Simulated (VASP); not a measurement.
Input of a VASP 6.6.1 run:

INCAR

```
SYSTEM = Al30Cu
  PREC = Accurate
  ENCUT = 520
  EDIFF = 1E-6
  ISMEAR = 0
  SIGMA = 0.05
  LREAL = Auto
  LASPH = .True.
  NELM = 60
  ALGO = Normal
  ISIF = 2
  LWAVE = .False.
  LCHARG = .False.
  GGA = PS
  NBANDS = 72
```

KPOINTS

```
regular mesh
0
Gamma
  3 3 3
  0 0 0
```

POSCAR

```
Al30Cu
1.0
    8.1000000000      0.0000000000      0.0000000000
    0.0000000000      8.1000000000      0.0000000000
    0.0000000000      0.0000000000      8.1000000000
Al Cu
30 1
Direct
    0.5026790123      0.0028846914      0.0003817284
    0.7555079012      0.0045006173      0.2368949383
    0.2495874074      0.2476925926      0.0003391358
    0.5019602469      0.4978911111      0.0006703704
    0.7527697531      0.7505551852      0.0004579012
    0.2483279012     -0.0002350617      0.2483249383
    0.5042300000      0.2505943210      0.2498676543
    0.7493806173      0.4959228395      0.2500149383
    0.5027529630      0.0000907407      0.5004625926
    0.7504823457      0.2500238272      0.5004288889
    0.7550892593      0.0043385185      0.7641996296
   -0.0030993827      0.4971783951      0.0004859259
    0.2485377778      0.7518745679      0.0003820988
   -0.0043676543      0.2447851852      0.2371404938
    0.2515648148      0.4989738272      0.2518020988
    0.5013996296      0.7485411111      0.2515574074
   -0.0005056790      0.0003591358      0.5003309877
    0.2506193827      0.2509890123      0.5006507407
    0.5009018519      0.4991164198      0.5003111111
    0.7492333333      0.7491876543      0.5004733333
    0.2483560494     -0.0003369136      0.7526656790
    0.5038261728      0.2507340741      0.7512080247
    0.7494096296      0.4962471605      0.7515492593
    0.0006182716      0.7514182716      0.2483440741
    0.0003879012      0.4972437037      0.5005417284
    0.2519408642      0.7486648148      0.5004260494
   -0.0042362963      0.2446629630      0.7637732099
    0.2516354321      0.4991886420      0.7492961728
    0.5013129630      0.7484317284      0.7493000000
    0.0006685185      0.7517944444      0.7524674074
    0.7427477778      0.2565649383      0.0006698765
```

Potentials or basis: VASP PAW PBE potentials, release 64 (Al, Cu).

Run with:

```sh
$ cat potpaw_PBE.64/Al/POTCAR potpaw_PBE.64/Cu/POTCAR > POTCAR
$ mpirun -np 1 vasp_std > vasp.out
```

Question: Predict the pressure.

Answer: -3.7 GPa.

Question: Estimate the largest force.

Answer: 0.033 eV/Å.

Forces on the atoms (eV/Å):
```
Al  -0.005  0.017  0.005
Al   0.000 -0.009  0.008
Al  -0.008 -0.018  0.007
Al   0.000  0.009 -0.001
Al   0.016  0.001  0.004
Al  -0.009 -0.012 -0.006
Al  -0.003  0.012  0.006
Al  -0.010 -0.002  0.000
Al   0.007  0.000  0.000
Al  -0.013  0.003  0.016
Al   0.012  0.008 -0.019
Al  -0.006  0.004 -0.002
Al  -0.018  0.005  0.006
Al   0.008  0.000  0.001
Al   0.003 -0.001  0.003
Al  -0.004  0.002  0.009
Al   0.000  0.000  0.005
Al   0.018 -0.002 -0.003
Al   0.018 -0.016  0.012
Al  -0.003 -0.010  0.004
Al  -0.009 -0.009 -0.001
Al   0.019  0.015 -0.014
Al  -0.013 -0.022 -0.021
Al   0.009  0.016 -0.004
Al  -0.008  0.006  0.002
Al   0.001 -0.006  0.000
Al  -0.008  0.000 -0.003
Al   0.003 -0.003 -0.007
Al  -0.001 -0.001 -0.010
Al   0.006  0.009  0.006
Cu  -0.002  0.007 -0.002
```

Caveat: the PAW data sets were made with another functional, which shifts forces and pressure a little.
